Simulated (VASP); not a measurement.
# Ti (I4/mmm) in VASP: notebook, part 2 of 2

VASP 6.6.1.

## Step 3: Single point, PBE (volume 17.247 Å^3 an atom, c/a of the conventional cell 1.5658)

Contents of INCAR:

```
ALGO = Fast
EDIFF = 1E-6
ENCUT = 520
GGA = PE
ISIF = 2
ISMEAR = 0
LASPH = True
LCHARG = True
LELF = True
LREAL = False
LVHAR = True
LWAVE = False
NBANDS = 12
NELM = 80
PREC = Accurate
SIGMA = 0.15
```

Contents of KPOINTS:

```
k-points
0
Gamma
  22 22 22
```

Contents of POSCAR:

```
Ti
1.0
   -1.4016531261      1.4016531261      2.1947084649
    1.4016531261     -1.4016531261      2.1947084649
    1.4016531261      1.4016531261     -2.1947084649
Ti
1
Direct
    0.0000000000      0.0000000000      0.0000000000
```

Potentials or basis: VASP PAW PBE potentials, release 64 (Ti_sv).

Command:

```
cat potpaw_PBE.64/Ti_sv/POTCAR > POTCAR
mpirun -np 1 vasp_std > vasp.out
```

OUTCAR:

```text
EDIFF = 1E-6
   ENCUT = 520
   GGA = PE
   ISIF = 2
   ISMEAR = 0
   LASPH = True
   LREAL = False
   NELM = 80
   PREC = Accurate

 ion  position               nearest neighbor table
   1  0.000  0.000  0.000-

  LATTYP: Found a body centered tetragonal cell.
 ALAT       =     2.8033062522
 C/A-ratio  =     1.5658000000

  Lattice vectors:

 A1 = (  -1.4016531261,   1.4016531261,   2.1947084649)
 A2 = (   1.4016531261,  -1.4016531261,   2.1947084649)
 A3 = (   1.4016531261,   1.4016531261,  -2.1947084649)

Analysis of symmetry for initial positions (statically):
=====================================================================
 Subroutine PRICEL returns:
 Original cell was already a primitive cell.

 Routine SETGRP: Setting up the symmetry group for a
 body centered tetragonal supercell.

 Subroutine GETGRP returns: Found 16 space group operations
 (whereof 16 operations were pure point group operations)
 out of a pool of 16 trial point group operations.

The static configuration has the point symmetry D_4h.

Analysis of symmetry for dynamics (positions and initial velocities):
=====================================================================
 Subroutine PRICEL returns:
 Original cell was already a primitive cell.

 Routine SETGRP: Setting up the symmetry group for a
 body centered tetragonal supercell.

 Subroutine GETGRP returns: Found 16 space group operations
 (whereof 16 operations were pure point group operations)
 out of a pool of 16 trial point group operations.

The dynamic configuration has the point symmetry D_4h.

 Subroutine INISYM returns: Found 16 space group operations
 (whereof 16 operations are pure point group operations),
 and found     1 'primitive' translations

----------------------------------------------------------------------------------------

                                     Primitive cell

  volume of cell :      17.2472
[... 114 lines left out ...]
   AEXX    =    0.0000 exact exchange contribution
   IVDW    =     0    specifies the selected vdW correction
   LEPSILON=     F    determine dielectric tensor
   LRPA    =     F    only Hartree local field effects (RPA)
 non-spin polarized calculation
 RMM-DIIS sequential band-by-band and
 Gauss-broadening in eV      SIGMA  =   0.15
  energy-cutoff  :      520.00
  volume of cell :       17.25
 maximum number of plane-waves:       480
 NGX is ok and might be reduce to    24
   NGX = 11   NGY = 11   NGZ = 11

 number of electron      12.0000002 magnetization

 Free energy of the ion-electron system (eV)
  ---------------------------------------------------
  ext. energy  EPLUGINS =         0.00000000
  ---------------------------------------------------
  free energy    TOTEN  =        -7.77519941 eV

  energy without entropy =       -7.75297996  energy(sigma->0) =       -7.76408969

 E-fermi :   8.2600     XC(G=0): -11.5308

 val. band max:        8.2563830526   @ k =  -0.2727  -0.3182   0.1364
 cond. band min:       8.2610535202   @ k =  -0.2727   0.4091   0.1364
 fundamental gap:      0.0046704676
 Fermi energy:         8.2599910898

 k-point     1 :       0.0000    0.0000    0.0000
  band No.  band energies     occupation
      1     -48.4088      2.00000
      2     -24.2720      2.00000
      3     -24.2480      2.00000
      4     -24.2480      2.00000
      5       2.1868      2.00000
      6       8.6394      0.00035
      7       9.4993      0.00000
      8       9.4993      0.00000
      9      10.2621      0.00000
     10      11.2593      0.00000
     11      23.7445      0.00000
     12      26.5629      0.00000
[... 331 lines left out ...]
 k-point    24 :      -0.4545    0.0455    0.0000
  band No.  band energies     occupation
      1     -48.2832      2.00000
      2     -24.9273      2.00000
      3     -24.3925      2.00000
      4     -24.2965      2.00000
      5       5.6804      2.00000
      6       8.6682      0.00012
      7       8.7216      0.00001
      8       9.5266      0.00000
      9      11.7182      0.00000
     10      11.9903      0.00000
     11      16.9592      0.00000
     12      22.6952      0.00000

 [... further k-points ...]

------------------------ aborting loop because EDIFF is reached ----------------------------------------

  FORCE on cell =-STRESS in cart. coord.  units (eV):
  Direction    XX          YY          ZZ          XY          YZ          ZX
  --------------------------------------------------------------------------------------
  -------------------------------------------------------------------------------------
  Total        0.1652086      0.1652086     -0.1755553      0.0000000      0.0000000      0.0000000
  in kB       15.3470661     15.3470661    -16.3082257      0.0000000      0.0000000      0.0000000
  external PRESSURE =       4.7953022 kB  Pullay stress =       0.0000000 kB

 VOLUME and BASIS-vectors are now :
 -----------------------------------------------------------------------------
  energy-cutoff  :      520.00
  volume of cell :       17.25
      direct lattice vectors                 reciprocal lattice vectors
    -1.401653126  1.401653126  2.194708465     0.000000000  0.356721639  0.227820691
     1.401653126 -1.401653126  2.194708465     0.356721639  0.000000000  0.227820691
     1.401653126  1.401653126 -2.194708465     0.356721639  0.356721639  0.000000000

 POSITION                                       TOTAL-FORCE (eV/Angst)
 -----------------------------------------------------------------------------------
      0.00000      0.00000      0.00000         0.000000      0.000000     -0.000000
 -----------------------------------------------------------------------------------
    total drift:                                0.000000      0.000000     -0.000000

  FREE ENERGIE OF THE ION-ELECTRON SYSTEM (eV)
  ---------------------------------------------------
  free  energy   TOTEN  =        -7.7751994118 eV

  energy  without entropy=       -7.7529799595  energy(sigma->0) =       -7.76408969
```

Wall time 97 s (1 thread of Intel Xeon 6975P-C (Granite Rapids), shared host); peak memory 0.28 GiB.

What came out:

```
Free energy            : -7.7752 eV
Pressure               : 0.5 GPa
Band gap on the k mesh : zero (band 6 reaches 8.92 eV, above the bottom of band 7 at 7.68 eV)
```

Stress tensor (GPa, compression positive):
```
 1.53  0.00  0.00
 0.00  1.53  0.00
 0.00  0.00 -1.63
```

## Step 4: Single point, PBE (volume 17.247 Å^3 an atom, c/a of the conventional cell 1.1612)

Contents of INCAR:

```
SYSTEM = Ti
ALGO = Fast
EDIFF = 1E-6
ENCUT = 520
GGA = PE
ISIF = 2
ISMEAR = 0
LASPH = .True.
LCHARG = .False.
LREAL = .False.
LWAVE = .False.
NBANDS = 12
NELM = 80
PREC = Accurate
SIGMA = 0.15
```

Contents of KPOINTS:

```
k-points
0
Gamma
  22 22 22
  0 0 0
```

Contents of POSCAR:

```
Ti
1.0
   -1.5485205406      1.5485205406      1.7981420517
    1.5485205406     -1.5485205406      1.7981420517
    1.5485205406      1.5485205406     -1.7981420517
Ti
1
Direct
    0.0000000000      0.0000000000      0.0000000000
```

Command:

```
cat potpaw_PBE.64/Ti_sv/POTCAR > POTCAR
mpirun -np 1 vasp_std > vasp.out
```

It took 86 s on 1 thread of Intel Xeon 6975P-C (Granite Rapids), shared host; peak memory 0.28 GiB.

The run converged. Its results:

| Property | Result |
| --- | --- |
| Free energy | -7.7538 eV |
| Pressure | 0.3 GPa |
| Band gap on the k mesh | zero (band 6 reaches 9.17 eV, above the bottom of band 7 at 7.59 eV) |

Stress tensor (GPa, compression positive):
```
-0.70  0.00  0.00
 0.00 -0.70  0.00
 0.00  0.00  2.25
```

Levels at points of the mesh, in eV from the Fermi level:
```tsv
k point	band 4	band 5	band 6	band 7	band 8	band 9
(0.00, 0.00, 0.00)	-32.45	-6.03	0.72	0.72	1.65	1.99
(0.50, 0.00, 0.00)	-32.47	-2.53	0.02	0.84	1.88	3.25
(0.50, 0.50, 0.00)	-32.54	-2.54	-1.20	1.83	3.36	3.40
(0.50, 0.50, 0.50)	-32.85	-2.38	-1.97	3.72	3.95	3.95
```

## Step 5: Single point, PBE (volume 17.247 Å^3 an atom, c/a of the conventional cell 0.8612)

Contents of INCAR:

```
ALGO     = Fast           # electronic algorithm
EDIFF    = 1E-6           # SCF threshold, eV
ENCUT    = 520            # plane-wave cutoff, eV
GGA      = PE             # functional
ISIF     = 2              # what is computed and relaxed
ISMEAR   = 0              # smearing method
LASPH    = T              # aspherical terms in the spheres
LCHARG   = F              # write CHGCAR
LREAL    = F              # projectors in reciprocal space
LWAVE    = F              # write WAVECAR
NBANDS   = 12             # bands
NELM     = 80             # most SCF steps
PREC     = Accurate       # precision mode
SIGMA    = 0.15           # smearing width, eV
```

Contents of KPOINTS:

```
k-points
0
Gamma
  22 22 22
```

Contents of POSCAR:

```
Ti
1.0
   -1.7107424782      1.7107424782      1.4732914222
    1.7107424782     -1.7107424782      1.4732914222
    1.7107424782      1.7107424782     -1.4732914222
Ti
1
Direct
    0.0000000000      0.0000000000      0.0000000000
```

Command:

```
cat potpaw_PBE.64/Ti_sv/POTCAR > POTCAR
mpirun -np 1 vasp_std > vasp.out
```

Run time: 87 s. Hardware: 1 thread of Intel Xeon 6975P-C (Granite Rapids), shared host; peak memory 0.28 GiB.

The run converged. Its results:

```yaml
Free_energy: -7.7507 eV
Pressure: -0.2 GPa
Band_gap_on_the_k_mesh: zero (band 6 reaches 9.08 eV, above the bottom of band 7 at 7.61 eV)
```

Stress tensor (GPa, compression positive):
```
-0.34  0.00  0.00
 0.00 -0.34  0.00
 0.00  0.00  0.18
```

Levels at points of the mesh, in eV from the Fermi level:
```tsv
k point	band 4	band 5	band 6	band 7	band 8	band 9
(0.00, 0.00, 0.00)	-32.39	-6.01	0.27	1.46	1.46	1.89
(0.50, 0.00, 0.00)	-32.47	-2.49	-0.82	1.57	2.62	3.71
(0.50, 0.50, 0.00)	-32.39	-2.53	0.48	0.53	1.80	2.72
(0.50, 0.50, 0.50)	-32.72	-2.34	-1.99	3.85	3.85	4.08
```

## Step 6: The runs side by side

| cell | gap on the mesh (eV) | pressure (GPa) |
| --- | --- | --- |
| a = 2.801 Å, angles 116.0, 116.0, 97.0°, 1 atom | none | 7.1 |
| a = 2.957 Å, angles 123.4, 123.4, 84.2°, 1 atom | none | 0.5 |
| a = 2.834 Å, angles 113.7, 113.7, 101.2°, 1 atom | none | 0.3 |
| a = 2.833 Å, angles 105.7, 105.7, 117.3°, 1 atom | none | -0.2 |

Alike in all rows: task single point; level PBE; potentials or basis VASP PAW PBE potentials, release 64 (Ti_sv); no spin polarisation; k mesh 22 × 22 × 22; cutoff (eV) 520; smearing gaussian 0.15 eV.

Total energies depend on the potentials used, so only differences within one code and one set of settings carry meaning.
